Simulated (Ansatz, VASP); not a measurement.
# Tc in VASP and in Ansatz

```
Tc
1.0
     2.77606    0.00000    0.00000
    -1.38803    2.40414    0.00000
     0.00000    0.00000    4.45588
Tc
2
Cartesian
  0.0000 1.6028 1.1140
  1.3880 0.8014 3.3419
```

Change from the starting cell: volume scaled by 1.04, crystal datasets.

Alike in both runs: task electric field gradients; functional LDA; k mesh 17 × 17 × 9; occupations fermi-dirac, width 0.08 eV; no spin polarisation.

```csv
,VASP,Ansatz
version,VASP 6.6.1,Ansatz 0.2.0
potentials or method,"VASP PAW LDA potentials, release 64 (Tc_pv), cutoff 520 eV","all-electron PAW with datasets made for the crystal, scalar-relativistic"
```

Ansatz gave:

```
pressure (GPa)                                                : -22.0
traceless stress, the component that is largest in VASP (GPa) : -1.16
size of Vzz on the site where it differs most (V/Å²)          : 16.6
```

Estimate VASP's values.

pressure (GPa): -22.0; traceless stress, the component that is largest in VASP (GPa): -1.18; size of Vzz on the site where it differs most (V/Å²): 16.5.

LDA's correlation is that of Perdew and Zunger in VASP and of Perdew and Wang (1992) in Ansatz. Ansatz ran all-electron here, and VASP with PAW potentials.
